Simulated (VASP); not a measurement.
Write the native input for VASP 6.6.1 that does the following.

```
Task                   : single point
Functional             : r2SCAN
Potentials or basis    : VASP PAW PBE potentials, release 64 (Ga_d, N)
Cutoff                 : 520 eV
k mesh                 : 10 × 10 × 10
Occupations            : fermi-dirac, width 0.02 eV
Spin                   : non-collinear spin, zero start, spin-orbit coupling
Starting moments       : [[0.0, 0.0, 0.0], [0.0, 0.0, 0.0]] μB
Dipole correction      : no
Further INCAR settings : ALGO = Normal; EDIFF = 1e-06; NBANDS = 30
```

The system is GaN.

```
Ga N
1.0
     0.00000    2.12960    2.08851
     2.12960    0.00000    2.08851
     2.12960    2.12960    0.00000
Ga N
1 1
Direct
  0.00000 0.00000 0.00000
  0.50000 0.50000 0.50000
```

This cell differs from its parent crystal: epitaxial xy strain +1.0%.

These files were run (other wordings do the same):

POSCAR

```
GaN
1.0
    0.0000000000      2.1296003866      2.0885085120
    2.1296003866      0.0000000000      2.0885085120
    2.1296003866      2.1296003866      0.0000000000
Ga N
1 1
Direct
    0.0000000000      0.0000000000      0.0000000000
    0.5000000000      0.5000000000      0.5000000000
```

INCAR.step1

```
ALGO = Normal
EDIFF = 1E-4
ENCUT = 520
GGA = PE
GGA_COMPAT = False
ISMEAR = -1
LASPH = True
LCHARG = False
LREAL = False
LSORBIT = True
LWAVE = True
MAGMOM = 0 0 0 0 0 0
NBANDS = 30
NELM = 150
PREC = Accurate
SIGMA = 0.02
```

INCAR.step2

```
ALGO = Normal
EDIFF = 1E-6
ENCUT = 520
GGA_COMPAT = False
ISIF = 2
ISMEAR = -1
ISTART = 1
LASPH = True
LCHARG = True
LMIXTAU = True
LORBIT = 11
LORBMOM = True
LREAL = False
LSORBIT = True
LVHAR = True
LWAVE = False
MAGMOM = 0 0 0 0 0 0
METAGGA = R2SCAN
NBANDS = 30
NELM = 150
PREC = Accurate
SIGMA = 0.02
```

KPOINTS

```
k-points
0
Gamma
  10 10 10
```

Potentials or basis: VASP PAW PBE potentials, release 64 (Ga_d, N).

Command:

```sh
$ cat potpaw_PBE.64/Ga_d/POTCAR potpaw_PBE.64/N/POTCAR > POTCAR
$ cp INCAR.step1 INCAR
$ mpirun -np 1 vasp_ncl > vasp.out
$ cp INCAR.step2 INCAR
$ mpirun -np 1 vasp_ncl > vasp.out
```

It gave:

The pressure is -1.1 GPa, the net moment is 0.00 μB per cell and the valence electrons inside the program's atomic spheres are Ga 11.59; N 3.77.

Caveat: the cell differs from its parent crystal (epitaxial xy strain +1.0%); the PAW data sets were made with another functional, which shifts forces and pressure a little.

Wall time 13 min on 1 thread of Intel Xeon 8259CL (shared host), peak memory 0.28 GiB.
